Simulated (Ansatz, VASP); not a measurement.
# One calculation of Hg, two programs

```
Hg
1.0
     1.78961    1.03323    2.26078
    -1.78961    1.03323    2.26078
     0.00000   -2.06647    2.26078
Hg
1
Cartesian
  0.0000 0.0000 0.0000
```

Alike in both runs: functional PBE; dispersion D3(BJ); k mesh 12 × 12 × 12; occupations gaussian, width 0.1 eV; no spin polarisation.

Ansatz relaxed the structure, and its values are those at the end. VASP's run is a single point on that final structure, the one shown.

|  | VASP | Ansatz |
| --- | --- | --- |
| version | VASP 6.6.1 | Ansatz 0.2.0 |
| potentials or method | VASP PAW PBE potentials, release 64 (Hg), cutoff 520 eV | scalar-relativistic, plane waves, PAW |
| valence electrons in the cell | 12 | 20 |

```tsv
	VASP	Ansatz	Ansatz less VASP
gap on the k mesh at the Fermi level (eV)	none	none	-
pressure (GPa)	0.3	0.0	-0.29
```

A gap of «none» marks a metal or a gap that the smearing closes. VASP's potentials hold 12 valence electrons a cell and Ansatz's 20, so a difference there can come from the potentials and not from the codes.

Neither program's run includes spin-orbit coupling.
